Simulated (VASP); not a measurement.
Write the native input for VASP 6.6.1 that does the following.

| Quantity | Value |
| --- | --- |
| Task | single point |
| Functional | PBE |
| Potentials or basis | VASP PAW PBE potentials, release 64 (Ir_sv_GW, F) |
| Cutoff | 520 eV |
| k mesh | 4 × 4 × 1 |
| Occupations | gaussian, width 0.1 eV |
| Spin | no spin polarisation |
| Dipole correction | no |
| Further INCAR settings | ALGO = Normal; EDIFF = 1e-06; NBANDS = 118; NELMDL = -8 |

The structure of Ir12F lies in POSCAR:

```
Ir12F
1.0
    5.4305800000      0.0000000000      0.0000000000
    2.7152900000      4.7030200000      0.0000000000
    0.0000000000      0.0000000000     16.4340500000
Ir F
12 1
Direct
    0.1666666312      0.1666667375      0.0608492733
    0.6666666312      0.1666667375      0.0608492733
    0.1666666312      0.6666667375      0.0608492733
    0.6666666312      0.6666667375      0.0608492733
   -0.1627336352      0.3350047416      0.1935353732
    0.3395033554      0.3361327402      0.1955116968
   -0.1619729209      0.8346003206      0.1933402296
    0.3387273723      0.8334718968      0.1940734025
    0.0071946790     -0.0003691245      0.3255969162
    0.5069040266      0.0038364710      0.3255164734
    0.0096422909      0.5021050304      0.3255949690
    0.5101284186      0.5021271438      0.3308262419
    0.5738745307      0.5182567797      0.4485833376
```

One way to write it, as run:

INCAR

```
SYSTEM = Ir12F
ALGO = Normal
EDIFF = 1E-6
ENCUT = 520
GGA = PE
GGA_COMPAT = .FALSE.
ISIF = 2
ISMEAR = 0
LASPH = .TRUE.
LCHARG = .TRUE.
LELF = .TRUE.
LREAL = .FALSE.
LVHAR = .TRUE.
LWAVE = .FALSE.
NBANDS = 118
NELM = 120
NELMDL = -8
PREC = Accurate
SIGMA = 0.1
```

KPOINTS

```
k-points
0
G
  4 4 1
  0 0 0
```

Potentials or basis: VASP PAW PBE potentials, release 64 (Ir_sv_GW, F).

Command:

```console
$ cat potpaw_PBE.64/Ir_sv_GW/POTCAR potpaw_PBE.64/F/POTCAR > POTCAR
$ mpirun -np 1 vasp_std > vasp.out
```

Results of the run:

```json
{"Largest force": "0.297 eV/Å", "Band gap on the k mesh": "zero (an odd number of electrons rules out a gap without spin polarisation)"}
```

Caveat: there is no dipole correction, which matters where the two faces differ; spin-orbit coupling is left out, which moves the levels of the heavy elements.

It took 25 min on 1 thread of AMD EPYC 7R13 Processor (Zen 3), with other jobs on the host, peak memory 0.64 GiB.
